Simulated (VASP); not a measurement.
W: single point with PBEsol

Crystal: W.

```
W
1.0
     0.00000   -1.99913   -1.99913
     0.00000    1.99913   -1.99913
     3.99825    0.00000    0.00000
W
2
Direct
  0.50000 0.50000 0.50000
  0.00000 0.00000 0.00000
```

```
Program                : VASP 6.6.1
Task                   : single point
Functional             : PBEsol
Potentials or basis    : VASP PAW PBE potentials, release 64 (W_sv)
Cutoff                 : 520 eV
k mesh                 : 16 × 16 × 12
Occupations            : gaussian, width 0.15 eV
Spin                   : no spin polarisation
Dipole correction      : no
Further INCAR settings : ALGO = Fast; EDIFF = 1e-06; NBANDS = 21
```

The pressure is 0.7 GPa and the band gap on the k mesh is zero (band 14 reaches 13.91 eV, above the bottom of band 15 at 10.31 eV).

Levels at points of the mesh, in eV from the Fermi level:
```tsv
k point	band 11	band 12	band 13	band 14	band 15	band 16	band 17	band 18
(0.00, 0.00, 0.00)	-4.69	-0.59	-0.59	-0.59	2.65	2.65	3.22	5.20
(0.50, 0.00, 0.00)	-2.14	-2.14	-1.93	-1.93	0.87	0.87	2.33	2.33
(0.50, 0.50, 0.00)	-4.68	-4.68	3.22	3.22	5.20	5.20	6.01	6.01
(0.00, 0.00, 0.50)	-3.03	-3.03	-0.14	-0.14	1.63	1.63	1.63	1.63
(0.50, 0.00, 0.50)	-0.83	-0.83	-0.83	-0.83	0.74	0.74	5.24	5.24
(0.50, 0.50, 0.50)	-2.06	-2.06	-2.06	-2.06	1.30	1.30	6.02	6.02
```

Wall time 64 s on 1 thread of Intel(R) Xeon(R) 6975P-C (Granite Rapids), on a shared host, peak memory 0.27 GiB.

Caveat: the PAW data sets were made with another functional, which shifts forces and pressure a little; spin-orbit coupling is left out, which moves the levels of the heavy elements.
